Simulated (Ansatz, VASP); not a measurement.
CdS: VASP beside Ansatz

```
Cd S
1.0
     4.17748    0.00000    0.00000
    -2.08874    3.61781    0.00000
     0.00000    0.00000    6.78162
Cd S
2 2
Direct
  0.66667 0.33333 0.50000
  0.33333 0.66667 0.00000
  0.66667 0.33333 0.87500
  0.33333 0.66667 0.37500
```

Alike in both runs: task single point; functional PBE; k mesh 7 × 7 × 4; occupations fermi-dirac, width 0.05 eV; no spin polarisation.

```csv
,VASP,Ansatz
version,VASP 6.6.1,Ansatz 0.2.0
potentials or method,"VASP PAW PBE potentials, release 64 (Cd, S)",Ansatz PAW soft_1
plane-wave cutoff (eV),520,420
valence electrons in the cell,36,52
```

|  | VASP | Ansatz | Ansatz less VASP |
| --- | --- | --- | --- |
| gap on the k mesh at the Fermi level (eV) | 1.15 | 1.15 | -0.003 |
| least direct gap on the mesh (eV) | 1.15 | 1.15 | -0.003 |
| pressure (GPa) | 1.2 | 0.9 | -0.30 |
| traceless stress, the component that is largest in VASP (GPa) | 0.40 | 0.38 | -0.014 |
| rms of the force components (eV/Å) | 0.038 | 0.037 | -0.0007 |

Atom by atom the forces differ by 0.001 eV/Å (rms over components). With one functional, cell and mesh, what is left measures potentials, basis and numerics. VASP's potentials hold 36 valence electrons a cell and Ansatz's 52, so a difference there can come from the potentials and not from the codes.

Noted on Ansatz's run: odd divisions of the mesh miss points on the zone boundary, where band edges often lie, so the gap on the mesh can be too wide.
